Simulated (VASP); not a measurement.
# Zn (P-1) in VASP: electric field gradients with PBE

Aim: the electric field gradients of Zn with PBE.

Everything below comes from runs of VASP 6.6.1. Logs are shortened: lines on timing, memory, paths and dates and some standing lists are left out, and cuts for length are marked.

### 1 The cell of the first run

The typed cell holds 2 atoms: a = 2.665 Å, b = 2.700 Å, c = 4.948 Å, α = 90.62°, β = 91.71°, γ = 121.27°.

### 2 Electric field gradients, PBE (equal xy, yz and zx shear strains of -3 %)

Contents of INCAR:

```
SYSTEM = Zn
  ALGO = Normal
  EDIFF = 1E-8
  ENCUT = 520
  GGA = PE
  ISIF = 2
  ISMEAR = -1
  LASPH = .True.
  LCHARG = .False.
  LEFG = .True.
  LREAL = .False.
  LWAVE = .False.
  NBANDS = 19
  NELM = 60
  PREC = Accurate
  SIGMA = 0.03
```

Contents of KPOINTS:

```
k-points
0
Gamma
  18 18 8
  0 0 0
```

Contents of POSCAR:

```
Zn
1.0
    2.6647980532     -0.0399719708     -0.0399719708
   -1.3670157688      2.3277687954     -0.0146307568
   -0.0742005000     -0.0742005000      4.9467000000
Zn
2
Direct
    0.3333333333      0.6666666667      0.2500000000
    0.6666666667      0.3333333333      0.7500000000
```

Potentials or basis: VASP PAW PBE potentials, release 64 (Zn).

On the command line:

```
$ cat potpaw_PBE.64/Zn/POTCAR > POTCAR
$ mpirun -np 1 vasp_std > vasp.out
```

OUTCAR:

```text
SYSTEM = Zn
   EDIFF = 1E-8
   ENCUT = 520
   GGA = PE
   ISIF = 2
   ISMEAR = -1
   LASPH = .True.
   LREAL = .False.
   NELM = 60
   PREC = Accurate

 ion  position               nearest neighbor table
   1  0.333  0.667  0.250-   2 2.85   2 2.87   2 2.91   2 2.94   2 2.95   2 2.96
   2  0.667  0.333  0.750-   1 2.85   1 2.87   1 2.91   1 2.94   1 2.95   1 2.96

  LATTYP: Found a triclinic cell.
 ALAT       =     2.6308239444
 B/A-ratio  =     1.0131417463
 C/A-ratio  =     1.8807084727
 COS(alpha) =     0.0297616073
 COS(beta)  =     0.0411893908
 COS(gamma) =     0.4804578458

  Lattice vectors:

 A1 = (   1.2977822844,   2.2877968246,  -0.0546027276)
 A2 = (   2.6647980532,  -0.0399719708,  -0.0399719708)
 A3 = (   0.0742005000,   0.0742005000,  -4.9467000000)

Analysis of symmetry for initial positions (statically):
=====================================================================
 Subroutine PRICEL returns:
 Original cell was already a primitive cell.

 Routine SETGRP: Setting up the symmetry group for a
 triclinic supercell.

 Subroutine GETGRP returns: Found  2 space group operations
 (whereof  2 operations were pure point group operations)
 out of a pool of  2 trial point group operations.

The static configuration has the point symmetry S_2 .

Analysis of symmetry for dynamics (positions and initial velocities):
=====================================================================
 Subroutine PRICEL returns:
 Original cell was already a primitive cell.

 Routine SETGRP: Setting up the symmetry group for a
 triclinic supercell.

 Subroutine GETGRP returns: Found  2 space group operations
 (whereof  2 operations were pure point group operations)
 out of a pool of  2 trial point group operations.

The dynamic configuration has the point symmetry S_2 .

 Subroutine INISYM returns: Found  2 space group operations
 (whereof  2 operations are pure point group operations),
 and found     1 'primitive' translations

----------------------------------------------------------------------------------------

                                     Primitive cell

  volume of cell :      30.4004

  direct lattice vectors                    reciprocal lattice vectors
     2.664798053 -0.039971971 -0.039971971     0.378735347  0.222474472  0.009018147
    -1.367015769  2.327768795 -0.014630757     0.006601742  0.433514392  0.006601742
    -0.074200500 -0.074200500  4.946700000     0.003079909  0.003079909  0.202247369

  length of vectors
     2.665397565  2.699528428  4.947812882     0.439336638  0.433614914  0.202294266

  position of ions in fractional coordinates (direct lattice)
     0.333333333  0.666666667  0.250000000
     0.666666667  0.333333333  0.750000000

  ion indices of the primitive-cell ions
   primitive index   ion index
                 1           1
                 2           2

----------------------------------------------------------------------------------------

 KPOINTS: k-points

Automatic generation of k-mesh.
 Grid dimensions read from file:
 generate k-points for:   18   18    8

 Generating k-lattice:

  Cartesian coordinates                     Fractional coordinates (reciprocal lattice)
     0.021040853  0.012359693  0.000501008     0.055555556  0.000000000 -0.000000000
     0.000366763  0.024084133  0.000366763    -0.000000000  0.055555556  0.000000000
     0.000384989  0.000384989  0.025280921    -0.000000000 -0.000000000  0.125000000

  Length of vectors
     0.024407591  0.024089717  0.025286783

  Shift w.r.t. Gamma in fractional coordinates (k-lattice)
     0.000000000  0.000000000  0.000000000

 Subroutine IBZKPT returns following result:
 ===========================================

 Found   1300 irreducible k-points:

 Following reciprocal coordinates:
            Coordinates               Weight
  0.000000  0.000000  0.000000      1.000000
  0.055556 -0.000000  0.000000      2.000000
  0.111111 -0.000000  0.000000      2.000000
  0.166667 -0.000000  0.000000      2.000000
  0.222222 -0.000000  0.000000      2.000000
  0.277778 -0.000000  0.000000      2.000000
[... 16 lines left out ...]
 -0.333333  0.055556 -0.000000      2.000000
 -0.277778  0.055556 -0.000000      2.000000
 [... further k-points ...]
   k-points           NKPTS =   1300   k-points in BZ     NKDIM =   1300   number of bands    NBANDS=     19
   number of dos      NEDOS =    301   number of ions     NIONS =      2
   total plane-waves  NPLWV =  16000
   dimension x,y,z NGX =    20 NGY =   20 NGZ =   40
   dimension x,y,z NGXF=    40 NGYF=   40 NGZF=   80
   ions per type =               2
   NGX,Y,Z   is equivalent  to a cutoff of  12.47, 12.32, 13.44 a.u.
   NGXF,Y,Z  is equivalent  to a cutoff of  24.95, 24.63, 26.88 a.u.
 SYSTEM =  Zn
   PREC   = accura    normal or accurate (medium, high low for compatibility)
   ISTART =      0    job   : 0-new  1-cont  2-samecut
   ICHARG =      2    charge: 1-file 2-atom 10-const
   ISPIN  =      1    spin polarized calculation?
   LNONCOLLINEAR =      F non collinear calculations
   LSORBIT =      F    spin-orbit coupling
   LASPH  =      T    aspherical Exc in radial PAW
   ENCUT  =  520.0 eV  38.22 Ry    6.18 a.u.   4.96  5.02  9.20*2*pi/ulx,y,z
   NELM   =     60;   NELMIN=  2; NELMDL= -5     # of ELM steps
   EDIFF  = 0.1E-07   stopping-criterion for ELM
   LREAL  =      F    real-space projection
   EDIFFG = 0.1E-06   stopping-criterion for IOM
   NSW    =      0    number of steps for IOM
   IBRION =     -1    ionic relax: 0-MD 1-quasi-New 2-CG
   NFREE  =      0    steps in history (QN), initial steepest desc. (CG)
   ISIF   =      2    stress and relaxation
   ISYM   =      2    0-nonsym 1-usesym 2-fastsym
   POTIM  = 0.5000    time-step for ionic-motion
   TEBEG  =    0.0;   TEEND  =   0.0 temperature during run
   PSTRESS=    0.0 pullay stress
   NELECT =      24.0000    total number of electrons
   NUPDOWN=      -1.0000    fix difference up-down
   EMIN   =  10.00;   EMAX   =-10.00  energy-range for DOS
   EFERMI =   0.00;   METHOD = LEGACY
   ISMEAR =    -1;   SIGMA  =   0.03  broadening in eV -4-tet -1-fermi 0-gaus
   EFERMI_NEDOS =   21; number of points for ismear=-14 and -15
   IALGO  =     38    algorithm
   IMIX   =      4    mixing-type and parameters
     AMIX     =   0.40;   BMIX     =  1.00
     AMIX_MAG =   1.60;   BMIX_MAG =  1.00
  volume/ion in A,a.u.               =      15.20       102.58
  Fermi-wavevector in a.u.,A,eV,Ry     =   1.513047  2.859244 31.147963  2.289311
  Thomas-Fermi vector in A             =   2.622890
   LORBIT       =      0    0 simple, 1 ext, 2 COOP (PROOUT), +10 PAW based schemes
   GGA     = PE    functional components
   LHFCALC =     F    Hartree Fock is set to
   AEXX    =    0.0000 exact exchange contribution
   IVDW    =     0    specifies the selected vdW correction
   LEPSILON=     F    determine dielectric tensor
   LRPA    =     F    only Hartree local field effects (RPA)
 non-spin polarized calculation
  energy-cutoff  :      520.00
  volume of cell :       30.40
 maximum number of plane-waves:       835
   NGX =  9   NGY =  9   NGZ = 19

 number of electron      24.0000006 magnetization

 Free energy of the ion-electron system (eV)
  ---------------------------------------------------
  ext. energy  EPLUGINS =         0.00000000
  ---------------------------------------------------
  free energy    TOTEN  =        -2.20518469 eV

  energy without entropy =       -2.20375421  energy(sigma->0) =       -2.20446945

 E-fermi :   3.1932     XC(G=0): -11.5548

 val. band max:        3.1851591185   @ k =   0.4444   0.3333   0.0000
 cond. band min:       3.1936273895   @ k =  -0.2778   0.2222   0.1250
 fundamental gap:      0.0084682709
 Fermi energy:         3.1932136848

 k-point     1 :       0.0000    0.0000    0.0000
  band No.  band energies     occupation
      1      -7.2899      2.00000
      2      -5.4925      2.00000
      3      -4.8040      2.00000
      4      -4.6327      2.00000
      5      -4.5790      2.00000
      6      -4.5061      2.00000
[... 11 lines left out ...]
     18      21.6818      0.00000
     19      22.5056      0.00000
[... 485 lines left out ...]
 k-point    24 :      -0.2778    0.0556   -0.0000
  band No.  band energies     occupation
      1      -5.5640      2.00000
      2      -5.0414      2.00000
      3      -4.7058      2.00000
      4      -4.6616      2.00000
      5      -4.6154      2.00000
      6      -4.4138      2.00000
[... 11 lines left out ...]
     18      19.0688      0.00000
     19      19.3117      0.00000

 [... further k-points ...]

------------------------ aborting loop because EDIFF is reached ----------------------------------------

  FORCE on cell =-STRESS in cart. coord.  units (eV):
  Direction    XX          YY          ZZ          XY          YZ          ZX
  --------------------------------------------------------------------------------------
  -------------------------------------------------------------------------------------
  Total       -0.0837305      0.0682666      0.1348126      0.3118544      0.2289027      0.2211038
  in kB       -4.4128135      3.5978254      7.1049729     16.4355339     12.0637648     11.6527423
  external PRESSURE =       2.0966616 kB  Pullay stress =       0.0000000 kB

 VOLUME and BASIS-vectors are now :
 -----------------------------------------------------------------------------
  energy-cutoff  :      520.00
  volume of cell :       30.40
      direct lattice vectors                 reciprocal lattice vectors
     2.664798053 -0.039971971 -0.039971971     0.378735347  0.222474472  0.009018147
    -1.367015769  2.327768795 -0.014630757     0.006601742  0.433514392  0.006601742
    -0.074200500 -0.074200500  4.946700000     0.003079909  0.003079909  0.202247369

 POSITION                                       TOTAL-FORCE (eV/Angst)
 -----------------------------------------------------------------------------------
     -0.04163      1.51997      1.21360        -0.005359      0.001359      0.000954
      1.26521      0.69362      3.67850         0.005359     -0.001359     -0.000954
 -----------------------------------------------------------------------------------
    total drift:                                0.000000     -0.000000      0.000000

  FREE ENERGIE OF THE ION-ELECTRON SYSTEM (eV)
  ---------------------------------------------------
  free  energy   TOTEN  =        -2.2051846867 eV

  energy  without entropy=       -2.2037542111  energy(sigma->0) =       -2.20446945

 Electric field gradients (V/A^2)
---------------------------------------------------------------------
 ion       V_xx      V_yy      V_zz      V_xy      V_xz      V_yz
---------------------------------------------------------------------
   1     -16.594   -18.865    35.458    -6.517    -2.461    -2.469
   2     -16.594   -18.865    35.458    -6.517    -2.461    -2.469
---------------------------------------------------------------------

 Electric field gradients after diagonalization (V/A^2)
 (convention: |V_zz| > |V_xx| > |V_yy|)
----------------------------------------------------------------------
 ion       V_xx      V_yy      V_zz     asymmetry (V_yy - V_xx)/ V_zz
----------------------------------------------------------------------
   1     -24.545   -11.116    35.661       0.377
   2     -24.545   -11.116    35.661       0.377
----------------------------------------------------------------------

           NMR quadrupolar parameters

 Cq : quadrupolar parameter    Cq=e*Q*V_zz/h
 eta: asymmetry parameters     (V_yy - V_xx)/ V_zz
 Q  : nuclear electric quadrupole moment in mb (millibarn)
----------------------------------------------------------------------
 ion       Cq(MHz)       eta       Q (mb)
----------------------------------------------------------------------
   1       0.086       0.377       1.000
   2       0.086       0.377       1.000
----------------------------------------------------------------------
```

It took 6.9 min on 1 thread of Intel Xeon Platinum 8488C (Sapphire Rapids), shared host; peak memory 0.64 GiB.

What came out:

| Property | Result |
| --- | --- |
| Free energy | -2.2052 eV |
| Pressure | 0.2 GPa |
| Largest force | 0.006 eV/Å |
| Band gap on the k mesh | zero (bands 12 and 13 overlap by 4.73 eV) |
| Largest electric field gradient by atom | Zn +35.7 V/Å² |

Forces on the atoms (eV/Å):
```
Zn  -0.005  0.001  0.001
Zn   0.005 -0.001 -0.001
```

Stress tensor (GPa, compression positive):
```
-0.44  1.64  1.17
 1.64  0.36  1.21
 1.17  1.21  0.71
```

Electric field gradients, principal values (V/Å²):
| atom | least | middle | greatest (by size) |
| --- | --- | --- | --- |
| 1 Zn | -11.116 | -24.545 | 35.661 |
| 2 Zn | -11.116 | -24.545 | 35.661 |

Caveat: the cell differs from its parent crystal (equal xy, yz and zx shear strains of -3 %); without QUAD_EFG the Cq values of the log hold for a quadrupole moment of 1 mb, not for the nuclei.
